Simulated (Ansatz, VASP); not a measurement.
# Si8Ni4B: VASP beside Ansatz

```
Si Ni B
1.0
     5.44288    0.00000    0.00000
     0.00000    5.44288    0.00000
     0.00000    0.00000    5.44288
Si Ni B
8 4 1
Direct
  0.22924 0.26109 0.26213
  0.25898 0.73949 0.74044
  0.73712 0.26129 0.77017
  0.73749 0.76923 0.26196
  0.24088 0.26961 0.75851
  0.24017 0.75826 0.26984
  0.78376 0.21467 0.21574
  0.72925 0.75796 0.75894
  0.01381 0.98519 0.98517
  0.96792 0.50962 0.51047
  0.48890 0.03018 0.51048
  0.48889 0.50962 0.03179
  0.57898 0.41919 0.42066
```

Alike in both runs: task single point; functional PBEsol; k mesh 3 × 3 × 3; occupations methfessel-paxton of order 1, width 0.1 eV; no spin polarisation.

```csv
,VASP,Ansatz
version,VASP 6.6.1,Ansatz 0.2.0
potentials or method,"VASP PAW PBE potentials, release 64 (Si, Ni, B), cutoff 520 eV",plane-wave PAW DFT
valence electrons in the cell,75,107
```

```csv
,VASP,Ansatz,Ansatz less VASP
rms of the force components (eV/Å),0.020,0.026,+0.0066
```

VASP's potentials were made for PBE, not for PBEsol, and Ansatz warns of the same on its side. Atom by atom the forces differ by 0.010 eV/Å (rms over components). The functional is the same, so the differences come from potentials, cutoffs and numerics. VASP's potentials hold 75 valence electrons a cell and Ansatz's 107, so a difference there can come from the potentials and not from the codes.

The k mesh is coarse, so the values compare programs but aren't converged.
